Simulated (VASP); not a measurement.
Zn4SnN:

```
Zn Sn N
1.0
     2.77406   -6.34733    0.00000
     2.77406    6.34733    0.00000
     0.00000    0.00000    2.92785
Zn Sn N
4 1 1
Direct
  0.38914 0.61086 0.00000
  0.61086 0.38914 0.00000
  0.50000 0.00000 0.50000
  0.00000 0.50000 0.50000
  0.00000 0.00000 0.00000
  0.50000 0.50000 0.50000
```

The cell was generated, and may not be a known phase.

* Program: VASP 6.6.1
* Task: relaxation of cell and atoms
* Functional: PBE
* Potentials or basis: VASP PAW PBE potentials, release 64 (Zn, Sn_d, N)
* Cutoff: 600 eV
* k mesh: 4 × 4 × 6
* Occupations: gaussian, width 0.1 eV
* Spin: no spin polarisation

At the start: pressure 0.9 GPa; volume 17.18 Å³/atom.

Where does the relaxation end?

Over 9 steps the energy falls by 10.3 meV/atom and the volume is 17.14 Å³/atom (-0.3 %); space group Cmmm (No. 65, to 0.1 Å) before and after.

The path:
| step | energy change (eV) | largest force (eV/Å) | pressure (GPa) | volume (Å³) |
| --- | --- | --- | --- | --- |
| 1 | 0.0000 | 0.0285 | 0.94 | 103.11 |
| 2 | -0.0303 | 0.0673 | -0.29 | 104.60 |
| 3 | -0.0279 | 0.1861 | -1.98 | 106.71 |
| 4 | -0.0361 | 0.1195 | -1.10 | 105.55 |
| 5 | -0.0510 | 0.0259 | -0.44 | 104.19 |
| 6 | -0.0526 | 0.1678 | 0.32 | 102.91 |
| 7 | -0.0535 | 0.1141 | 0.06 | 103.37 |
| 8 | -0.0570 | 0.0880 | 0.08 | 103.24 |
| 9 | -0.0621 | 0.0145 | 0.12 | 102.84 |

Final structure:
```cif
data_structure
_symmetry_space_group_name_H-M 'P 1'
_symmetry_Int_Tables_number 1
_cell_length_a 6.6817
_cell_length_b 6.6817
_cell_length_c 3.0873
_cell_angle_alpha 90.000
_cell_angle_beta 90.000
_cell_angle_gamma 131.745
_cell_volume 102.84
loop_
_atom_site_label
_atom_site_type_symbol
_atom_site_fract_x
_atom_site_fract_y
_atom_site_fract_z
_atom_site_occupancy
Zn1 Zn 0.38782 0.61218 0.00000 1
Zn2 Zn 0.61218 0.38782 0.00000 1
Zn3 Zn 0.50000 0.00000 0.50000 1
Zn4 Zn 0.00000 0.50000 0.50000 1
Sn1 Sn 0.00000 0.00000 0.00000 1
N1 N 0.50000 0.50000 0.50000 1
```
